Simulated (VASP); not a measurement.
## Al3Cu: single point with r2SCAN

The system is Al3Cu.

```
Al Cu
1.0
     2.69057    0.00000    0.00000
     0.00000    2.69057    0.00000
     0.00000    0.00000    7.59186
Al Cu
3 1
Direct
  0.00000 0.00000 0.50000
  0.50000 0.50000 0.22264
  0.50000 0.50000 0.77736
  0.00000 0.00000 0.00000
```

This cell differs from its parent crystal: strain -0.030 along x and y, +0.000 along z.

```
Program                : VASP 6.6.1
Task                   : single point
Functional             : r2SCAN
Potentials or basis    : VASP PAW PBE potentials, release 64 (Al, Cu)
Cutoff                 : 520 eV
k mesh                 : 18 × 18 × 6
Occupations            : gaussian, width 0.15 eV
Spin                   : no spin polarisation
Dipole correction      : no
Further INCAR settings : ALGO = Normal; EDIFF = 1e-07; NBANDS = 18
```

- Pressure: 7.6 GPa
- Largest force: 0.265 eV/Å
- Band gap on the k mesh: zero (bands 10 and 11 overlap by 5.94 eV)

Forces on the atoms (eV/Å):
```
Al   0.000  0.000  0.000
Al   0.000  0.000  0.265
Al   0.000  0.000 -0.265
Cu   0.000  0.000  0.000
```

Stress tensor (GPa, compression positive):
```
9.89 0.00 0.00
0.00 9.89 0.00
0.00 0.00 2.95
```

Levels at points of the mesh, in eV from the Fermi level:
```csv
k point,band 8,band 9,band 10,band 11,band 12,band 13
"(0.00, 0.00, 0.00)",-3.54,-2.50,0.14,6.97,7.94,7.94
"(0.50, 0.00, 0.00)",-4.06,-3.87,-2.58,-1.95,2.50,4.02
"(0.50, 0.50, 0.00)",-0.35,-0.12,0.13,0.13,0.51,0.51
"(0.00, 0.00, 0.50)",-3.98,-3.54,3.77,5.45,6.95,8.48
"(0.50, 0.00, 0.50)",-3.87,-2.91,-1.28,-1.27,-0.02,0.90
"(0.50, 0.50, 0.50)",-1.77,-1.77,-0.38,-0.37,0.71,2.45
```

It took 4.9 min on 1 thread of Intel(R) Xeon(R) 6975P-C (Granite Rapids), on a shared host, peak memory 0.32 GiB.

Caveat: the cell differs from its parent crystal (strain -0.030 along x and y, +0.000 along z); the stress differs along the axes, from 3 to 10 GPa; the PAW data sets were made with another functional, which shifts forces and pressure a little.
